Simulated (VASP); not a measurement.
# PbO2 (Fm-3m) in VASP: a series of runs

PbO2 is run at these levels: LDA, PBEsol; tasks: single point.

All numbers are computed with VASP 6.6.1; they aren't measurements. Logs are shortened: lines on timing, memory, paths and dates and some standing lists are left out, and cuts for length are marked.

## 1. The cell of the first run

The structure is cubic, space group Fm-3m (No. 225). Conventional cell: a = 5.368 Å, b = 5.368 Å, c = 5.368 Å, α = 90.00°, β = 90.00°, γ = 90.00°. Within 3.1 Å of Pb (site symmetry m-3m) lie 8 O at 2.32 Å. Within 3.1 Å of O (site symmetry -43m) lie 4 Pb at 2.32 Å and 6 O at 2.68 Å.

## 2. Single point, LDA (12.89 Å³/atom)

INCAR

```
SYSTEM = PbO2
  ALGO = Normal
  EDIFF = 1E-6
  ENCUT = 520
  ISIF = 2
  ISMEAR = -1
  LASPH = .True.
  LCHARG = .False.
  LREAL = .False.
  LWAVE = .False.
  NBANDS = 20
  NELM = 60
  PREC = Accurate
  SIGMA = 0.05
```

KPOINTS

```
k-points
0
Gamma
  9 9 9
  0 0 0
```

POSCAR

```
PbO2
1.0
    0.0000000000      2.6838572791      2.6838572791
    2.6838572791      0.0000000000      2.6838572791
    2.6838572791      2.6838572791      0.0000000000
Pb O
1 2
Direct
    0.0000000000      0.0000000000      0.0000000000
    0.7500000000      0.7500000000      0.7500000000
    0.2500000000      0.2500000000      0.2500000000
```

Potentials or basis: VASP PAW LDA potentials, release 64 (Pb_d, O).

Started as:

```bash
$ cat potpaw_LDA.64/Pb_d/POTCAR potpaw_LDA.64/O/POTCAR > POTCAR
$ mpirun -np 1 vasp_std > vasp.out
```

OUTCAR:

```text
SYSTEM = PbO2
   EDIFF = 1E-6
   ENCUT = 520
   ISIF = 2
   ISMEAR = -1
   LASPH = .True.
   LREAL = .False.
   NELM = 60
   PREC = Accurate

 ion  position               nearest neighbor table
   1  0.000  0.000  0.000-   2 2.32   2 2.32   2 2.32   2 2.32   3 2.32   3 2.32   3 2.32   3 2.32

   2  0.750  0.750  0.750-   1 2.32   1 2.32   1 2.32   1 2.32
   3  0.250  0.250  0.250-   1 2.32   1 2.32   1 2.32   1 2.32

  LATTYP: Found a face centered cubic cell.
 ALAT       =     5.3677145582

  Lattice vectors:

 A1 = (   0.0000000000,   2.6838572791,   2.6838572791)
 A2 = (   2.6838572791,   0.0000000000,   2.6838572791)
 A3 = (   2.6838572791,   2.6838572791,   0.0000000000)

Analysis of symmetry for initial positions (statically):
=====================================================================
 Subroutine PRICEL returns:
 Original cell was already a primitive cell.

 Routine SETGRP: Setting up the symmetry group for a
 face centered cubic supercell.

 Subroutine GETGRP returns: Found 48 space group operations
 (whereof 48 operations were pure point group operations)
 out of a pool of 48 trial point group operations.

The static configuration has the point symmetry O_h .

Analysis of symmetry for dynamics (positions and initial velocities):
=====================================================================
 Subroutine PRICEL returns:
 Original cell was already a primitive cell.

 Routine SETGRP: Setting up the symmetry group for a
 face centered cubic supercell.

 Subroutine GETGRP returns: Found 48 space group operations
 (whereof 48 operations were pure point group operations)
 out of a pool of 48 trial point group operations.

The dynamic configuration has the point symmetry O_h .

 Subroutine INISYM returns: Found 48 space group operations
 (whereof 48 operations are pure point group operations),
 and found     1 'primitive' translations

----------------------------------------------------------------------------------------

                                     Primitive cell

  volume of cell :      38.6641

  direct lattice vectors                    reciprocal lattice vectors
     0.000000000  2.683857279  2.683857279    -0.186299027  0.186299027  0.186299027
     2.683857279  0.000000000  2.683857279     0.186299027 -0.186299027  0.186299027
     2.683857279  2.683857279  0.000000000     0.186299027  0.186299027 -0.186299027

  length of vectors
     3.795547364  3.795547364  3.795547364     0.322679380  0.322679380  0.322679380

  position of ions in fractional coordinates (direct lattice)
     0.000000000  0.000000000  0.000000000
     0.750000000  0.750000000  0.750000000
     0.250000000  0.250000000  0.250000000

  ion indices of the primitive-cell ions
   primitive index   ion index
                 1           1
                 2           2
                 3           3

----------------------------------------------------------------------------------------

 KPOINTS: k-points

Automatic generation of k-mesh.
 Grid dimensions read from file:
 generate k-points for:    9    9    9

 Generating k-lattice:

  Cartesian coordinates                     Fractional coordinates (reciprocal lattice)
    -0.020699892  0.020699892  0.020699892     0.111111111  0.000000000  0.000000000
     0.020699892 -0.020699892  0.020699892     0.000000000  0.111111111  0.000000000
     0.020699892  0.020699892 -0.020699892     0.000000000  0.000000000  0.111111111

  Length of vectors
     0.035853264  0.035853264  0.035853264

  Shift w.r.t. Gamma in fractional coordinates (k-lattice)
     0.000000000  0.000000000  0.000000000

 Subroutine IBZKPT returns following result:
 ===========================================

 Found     35 irreducible k-points:

 Following reciprocal coordinates:
            Coordinates               Weight
  0.000000  0.000000  0.000000      1.000000
  0.111111  0.000000  0.000000      8.000000
  0.222222  0.000000  0.000000      8.000000
  0.333333  0.000000  0.000000      8.000000
  0.444444  0.000000  0.000000      8.000000
  0.111111  0.111111  0.000000      6.000000
[... 16 lines left out ...]
 -0.333333  0.333333  0.000000     12.000000
  0.444444  0.444444  0.000000      6.000000
 [... further k-points ...]
   k-points           NKPTS =     35   k-points in BZ     NKDIM =     35   number of bands    NBANDS=     20
   number of dos      NEDOS =    301   number of ions     NIONS =      3
   total plane-waves  NPLWV =  21952
   dimension x,y,z NGX =    28 NGY =   28 NGZ =   28
   dimension x,y,z NGXF=    56 NGYF=   56 NGZF=   56
   ions per type =               1   2
   NGX,Y,Z   is equivalent  to a cutoff of  12.26, 12.26, 12.26 a.u.
   NGXF,Y,Z  is equivalent  to a cutoff of  24.53, 24.53, 24.53 a.u.
 SYSTEM =  PbO2
   PREC   = accura    normal or accurate (medium, high low for compatibility)
   ISTART =      0    job   : 0-new  1-cont  2-samecut
   ICHARG =      2    charge: 1-file 2-atom 10-const
   ISPIN  =      1    spin polarized calculation?
   LNONCOLLINEAR =      F non collinear calculations
   LSORBIT =      F    spin-orbit coupling
   LASPH  =      T    aspherical Exc in radial PAW
   ENCUT  =  520.0 eV  38.22 Ry    6.18 a.u.   7.06  7.06  7.06*2*pi/ulx,y,z
   NELM   =     60;   NELMIN=  2; NELMDL= -5     # of ELM steps
   EDIFF  = 0.1E-05   stopping-criterion for ELM
   LREAL  =      F    real-space projection
   EDIFFG = 0.1E-04   stopping-criterion for IOM
   NSW    =      0    number of steps for IOM
   IBRION =     -1    ionic relax: 0-MD 1-quasi-New 2-CG
   NFREE  =      0    steps in history (QN), initial steepest desc. (CG)
   ISIF   =      2    stress and relaxation
   ISYM   =      2    0-nonsym 1-usesym 2-fastsym
   POTIM  = 0.5000    time-step for ionic-motion
   TEBEG  =    0.0;   TEEND  =   0.0 temperature during run
   PSTRESS=    0.0 pullay stress
   NELECT =      26.0000    total number of electrons
   NUPDOWN=      -1.0000    fix difference up-down
   EMIN   =  10.00;   EMAX   =-10.00  energy-range for DOS
   EFERMI =   0.00;   METHOD = LEGACY
   ISMEAR =    -1;   SIGMA  =   0.05  broadening in eV -4-tet -1-fermi 0-gaus
   EFERMI_NEDOS =   21; number of points for ismear=-14 and -15
   IALGO  =     38    algorithm
   IMIX   =      4    mixing-type and parameters
     AMIX     =   0.40;   BMIX     =  1.00
     AMIX_MAG =   1.60;   BMIX_MAG =  1.00
  volume/ion in A,a.u.               =      12.89        86.97
  Fermi-wavevector in a.u.,A,eV,Ry     =   1.434267  2.710371 27.988823  2.057120
  Thomas-Fermi vector in A             =   2.553694
   LORBIT       =      0    0 simple, 1 ext, 2 COOP (PROOUT), +10 PAW based schemes
   GGA     = CA    functional components
   LHFCALC =     F    Hartree Fock is set to
   AEXX    =    0.0000 exact exchange contribution
   IVDW    =     0    specifies the selected vdW correction
   LEPSILON=     F    determine dielectric tensor
   LRPA    =     F    only Hartree local field effects (RPA)
 non-spin polarized calculation
  energy-cutoff  :      520.00
  volume of cell :       38.66
 maximum number of plane-waves:      1051
   NGX = 15   NGY = 15   NGZ = 15

 number of electron      26.0000002 magnetization

 Free energy of the ion-electron system (eV)
  ---------------------------------------------------
  ext. energy  EPLUGINS =         0.00000000
  ---------------------------------------------------
  free energy    TOTEN  =       -18.10314153 eV

  energy without entropy =      -18.09736873  energy(sigma->0) =      -18.10025513

 E-fermi :   5.5971     XC(G=0): -11.7822

 val. band max:        5.5511669634   @ k =  -0.3333   0.4444   0.2222
 cond. band min:       6.1697473311   @ k =  -0.1111   0.1111   0.0000
 fundamental gap:      0.6185803677
 Fermi energy:         5.5970686049

 k-point     1 :       0.0000    0.0000    0.0000
  band No.  band energies     occupation
      1     -12.8526      2.00000
      2     -10.0476      2.00000
      3     -10.0476      2.00000
      4     -10.0476      2.00000
      5      -9.7708      2.00000
      6      -9.7708      2.00000
[... 12 lines left out ...]
     19      21.0644      0.00000
     20      21.0644      0.00000

 k-point     2 :       0.1111    0.0000    0.0000
  band No.  band energies     occupation
      1     -12.7458      2.00000
      2     -10.5398      2.00000
      3     -10.0312      2.00000
      4     -10.0312      2.00000
      5      -9.7720      2.00000
      6      -9.7720      2.00000
[... 12 lines left out ...]
     19      20.9539      0.00000
     20      20.9539      0.00000

 k-point     3 :       0.2222    0.0000    0.0000
  band No.  band energies     occupation
      1     -12.4755      2.00000
      2     -11.0109      2.00000
      3      -9.9959      2.00000
      4      -9.9959      2.00000
      5      -9.7680      2.00000
      6      -9.7680      2.00000
[... 12 lines left out ...]
     19      20.7548      0.00000
     20      20.7548      0.00000

 k-point     4 :       0.3333    0.0000    0.0000
  band No.  band energies     occupation
      1     -12.2353      2.00000
      2     -11.1790      2.00000
      3      -9.9710      2.00000
      4      -9.9710      2.00000
      5      -9.7468      2.00000
      6      -9.7468      2.00000
[... 12 lines left out ...]
     19      20.6071      0.00000
     20      20.6071      0.00000

 k-point     5 :       0.4444    0.0000    0.0000
  band No.  band energies     occupation
      1     -12.1950      2.00000
      2     -11.0469      2.00000
      3      -9.9643      2.00000
      4      -9.9643      2.00000
      5      -9.7224      2.00000
      6      -9.7224      2.00000
[... 12 lines left out ...]
     19      20.5208      0.00000
     20      20.5208      0.00000

 k-point     6 :       0.1111    0.1111    0.0000
  band No.  band energies     occupation
      1     -12.7080      2.00000
      2     -10.6501      2.00000
      3     -10.0170      2.00000
      4     -10.0170      2.00000
      5      -9.7842      2.00000
      6      -9.7624      2.00000
[... 12 lines left out ...]
     19      20.7431      0.00000
     20      21.1075      0.00000

 k-point     7 :       0.2222    0.1111    0.0000
  band No.  band energies     occupation
      1     -12.4828      2.00000
      2     -11.0425      2.00000
      3      -9.9803      2.00000
      4      -9.9724      2.00000
      5      -9.7935      2.00000
      6      -9.7531      2.00000
[... 12 lines left out ...]
     19      20.9714      0.00000
     20      21.0703      0.00000
[... 277 lines left out ...]
 k-point    20 :       0.3333    0.3333    0.0000
  band No.  band energies     occupation
      1     -11.7790      2.00000
      2     -11.7436      2.00000
      3      -9.8684      2.00000
      4      -9.8406      2.00000
      5      -9.8406      2.00000
      6      -9.7170      2.00000
[... 12 lines left out ...]
     19      21.4122      0.00000
     20      23.5987      0.00000

 k-point    21 :       0.4444    0.3333    0.0000
  band No.  band energies     occupation
      1     -11.8813      2.00000
      2     -11.5717      2.00000
      3      -9.8880      2.00000
      4      -9.8124      2.00000
      5      -9.7090      2.00000
      6      -9.6876      2.00000
[... 12 lines left out ...]
     19      21.5886      0.00000
     20      23.1227      0.00000

 k-point    22 :      -0.4444    0.3333    0.0000
  band No.  band energies     occupation
      1     -11.9203      2.00000
      2     -11.5397      2.00000
      3      -9.8743      2.00000
      4      -9.8091      2.00000
      5      -9.7236      2.00000
      6      -9.3261      2.00000
[... 12 lines left out ...]
     19      21.7610      0.00000
     20      22.5054      0.00000

 k-point    23 :      -0.3333    0.3333    0.0000
  band No.  band energies     occupation
      1     -11.8811      2.00000
      2     -11.6200      2.00000
      3      -9.8448      2.00000
      4      -9.8285      2.00000
      5      -9.7575      2.00000
      6      -8.9034      2.00000
[... 12 lines left out ...]
     19      21.0118      0.00000
     20      23.0861      0.00000

 k-point    24 :       0.4444    0.4444    0.0000
  band No.  band energies     occupation
      1     -11.9868      2.00000
      2     -11.3659      2.00000
      3      -9.9079      2.00000
      4      -9.7744      2.00000
      5      -9.7744      2.00000
      6      -9.7012      2.00000
[... 12 lines left out ...]
     19      21.5590      0.00000
     20      22.5649      0.00000

 [... further k-points ...]
[... 5 lines left out ...]
  --------------------------------------------------------------------------------------
  -------------------------------------------------------------------------------------
  Total       -1.7431253     -1.7431253     -1.7431253     -0.0000000      0.0000000     -0.0000000
  in kB      -72.2322160    -72.2322160    -72.2322160     -0.0000000      0.0000000     -0.0000000
  external PRESSURE =     -72.2322160 kB  Pullay stress =       0.0000000 kB

 VOLUME and BASIS-vectors are now :
 -----------------------------------------------------------------------------
  energy-cutoff  :      520.00
  volume of cell :       38.66
      direct lattice vectors                 reciprocal lattice vectors
     0.000000000  2.683857279  2.683857279    -0.186299027  0.186299027  0.186299027
     2.683857279  0.000000000  2.683857279     0.186299027 -0.186299027  0.186299027
     2.683857279  2.683857279  0.000000000     0.186299027  0.186299027 -0.186299027

 POSITION                                       TOTAL-FORCE (eV/Angst)
 -----------------------------------------------------------------------------------
      0.00000      0.00000      0.00000        -0.000000     -0.000000      0.000000
      4.02579      4.02579      4.02579         0.000000      0.000000     -0.000000
      1.34193      1.34193      1.34193        -0.000000     -0.000000      0.000000
 -----------------------------------------------------------------------------------
    total drift:                                0.000000      0.000000      0.000000

  FREE ENERGIE OF THE ION-ELECTRON SYSTEM (eV)
  ---------------------------------------------------
  free  energy   TOTEN  =       -18.1031415265 eV

  energy  without entropy=      -18.0973687303  energy(sigma->0) =      -18.10025513
```

It took 18 s on 1 thread of Intel Xeon Platinum 8559C (Emerald Rapids), shared host; peak memory 0.15 GiB.

What came out:

* Free energy: -18.1031 eV
* Pressure: -7.2 GPa
* Band gap on the k mesh: zero (bands 13 and 14 overlap by 1.21 eV)

Levels at points of the mesh, in eV from the Fermi level:
```
           k point  band 9  band 10  band 11  band 12  band 13  band 14  band 15  band 16  band 17  band 18
(0.00, 0.00, 0.00)   -2.01    -2.01    -2.01    -1.26    -1.26    -1.26     6.81     6.81     6.81    11.46
```

Caveat: the cell stands under tension; spin-orbit coupling is left out, which moves the levels of the heavy elements.

[end of part 1 of 2]
